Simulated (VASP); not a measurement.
CaAu5, 6 atoms in the cell. It takes space group F-43m (No. 216, cubic). The conventional cell has a = 7.794 Å, b = 7.794 Å, c = 7.794 Å, α = 90.00°, β = 90.00°, γ = 90.00°. Within 4.3 Å of Ca (site symmetry -43m) lie 16 Au at 3.23 to 3.37 Å. Au (site symmetry -43m) has 12 Au at 3.23 Å and 4 Ca at 3.37 Å within 4.2 Å. Au (site symmetry 3m) has 9 Au at 2.75 to 3.23 Å and 3 Ca at 3.23 Å within 3.6 Å. 

```yaml
Program: VASP 6.6.1
Task: single point
Functional: r2SCAN
Potentials_or_basis: VASP PAW PBE potentials, release 64 (Ca_sv, Au)
Cutoff: 520 eV
k_mesh: 8 × 8 × 8
Occupations: gaussian, width 0.1 eV
Spin: no spin polarisation
Dipole_correction: no
Further_INCAR_settings: ALGO = Normal; EDIFF = 1e-07; NBANDS = 42
```

Potentials or basis: VASP PAW PBE potentials, release 64 (Ca_sv, Au).

Command:

```sh
$ cat potpaw_PBE.64/Ca_sv/POTCAR potpaw_PBE.64/Au/POTCAR > POTCAR
$ cp INCAR.step1 INCAR
$ mpirun -np 1 vasp_std > vasp.out
$ cp INCAR.step2 INCAR
$ mpirun -np 1 vasp_std > vasp.out
```

Hardware: 1 thread of AMD EPYC 9R45 96-Core Processor (Zen 5) (shared host).

**Question.** How long does it take, and how much memory?

**Answer.** Wall time 7.4 min on 1 thread of AMD EPYC 9R45 96-Core Processor (Zen 5), on a shared host, peak memory 0.32 GiB. Counts: k points 29.
